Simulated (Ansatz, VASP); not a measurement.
# ZrS: VASP beside Ansatz

```
Zr S
1.0
     0.00000    2.61187    2.62500
     2.63813    0.00000    2.62500
     2.63813    2.61187    0.00000
Zr S
1 1
Cartesian
  0.0000 0.0000 0.0000
  2.6381 2.6119 2.6250
```

Change from the starting cell: strain +0.0050 x Voigt [1, -1, 0, 0, 0, 0], atoms carried along.

Alike in both runs: task single point; functional r2SCAN; k mesh 16 × 16 × 16; occupations gaussian, width 0.15 eV; no spin polarisation.

|  | VASP | Ansatz |
| --- | --- | --- |
| version | VASP 6.6.1 | Ansatz 0.2.0 |
| potentials or method | VASP PAW PBE potentials, release 64 (Zr_sv, S), cutoff 520 eV | scalar-relativistic, plane waves, PAW |
| valence electrons in the cell | 18 | 18 |

|  | VASP | Ansatz | Ansatz less VASP |
| --- | --- | --- | --- |
| gap on the k mesh at the Fermi level (eV) | none | none | - |
| pressure (GPa) | -2.0 | -2.0 | +0.01 |
| traceless stress, the component that is largest in VASP (GPa) | 1.31 | 1.31 | -0.002 |

VASP's potentials were made for PBE, not for r2SCAN. A gap of «none» marks a metal or a gap that the smearing closes. The functional is the same, so the differences come from potentials, cutoffs and numerics.
